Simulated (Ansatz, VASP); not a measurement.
This is a calculation of GaCuSe2 for VASP 6.6.1.

The input INCAR:

```
SYSTEM = GaCuSe2
PREC = Accurate
ENCUT = 520
EDIFF = 1E-6
ISMEAR = -1
SIGMA = 0.05
LREAL = .False.
LASPH = .True.
NELM = 80
ALGO = Normal
ISIF = 2
LWAVE = .False.
LCHARG = .True.
GGA = PE
LELF = .True.
LVHAR = .True.
NBANDS = 26
```

The input KPOINTS:

```
regular mesh
0
Gamma
  7 7 5
  0 0 0
```

The input POSCAR:

```
GaCuSe2
1.0
    3.6973654821      0.0000000000      0.0000000000
    0.0000000000      3.6973654821      0.0000000000
    0.0000000000      0.0000000000      5.1583936736
Se Ga Cu
2 1 1
Direct
    0.5000000000      0.5000000000      0.0000000000
    0.0000000000      0.0000000000      0.5000000000
    0.5000000000      0.5000000000      0.5000000000
    0.0000000000      0.0000000000      0.0000000000
```

Potentials or basis: VASP PAW PBE potentials, release 64 (Se, Ga_d, Cu).

The run is started by

```bash
$ cat potpaw_PBE.64/Se/POTCAR potpaw_PBE.64/Ga_d/POTCAR potpaw_PBE.64/Cu/POTCAR > POTCAR
$ mpirun -np 1 vasp_std > vasp.out
```

**Question.** Set up the same calculation for Ansatz 0.2.0. Potentials there: Ansatz PAW.

**Answer.** As run (the cutoff follows the program's own potentials):

Contents of input.yaml:

```yaml
crystal:
  lattice:
    - [3.6973654821, 0.0, 0.0]
    - [0.0, 3.6973654821, 0.0]
    - [0.0, 0.0, 5.1583936736]
  atoms:
    - { symbol: Se, position: [0.5, 0.5, 0.0] }
    - { symbol: Se, position: [0.0, 0.0, 0.5] }
    - { symbol: Ga, position: [0.5, 0.5, 0.5] }
    - { symbol: Cu, position: [0.0, 0.0, 0.0] }
hamiltonian:
  xc: pbe
  pseudopotentials: { kind: paw }
kpoints:
  mp_grid: { grid: [7, 7, 5] }
scf:
  occupations: { method: fermi_dirac, width: 0.05 }
output:
  forces: true
  stress: true
  eigenvalues: true
```

Potentials or basis: Ansatz PAW.

Run with:

```sh
$ ansatz run input.yaml --threads 2 --pin off --max-ram 5120MiB --backend cpu --events-out ev --progress --plain --runs-dir out
```

Both were run:

|  | VASP | Ansatz | Ansatz less VASP |
| --- | --- | --- | --- |
| gap on the k mesh at the Fermi level (eV) | none | none | - |
| pressure (GPa) | 5.7 | 5.5 | -0.16 |
| traceless stress, the component that is largest in VASP (GPa) | -0.20 | -0.25 | -0.047 |

A gap of «none» marks a metal or a gap that the smearing closes. VASP's potentials hold 36 valence electrons a cell and Ansatz's 64, so a difference there can come from the potentials and not from the codes.
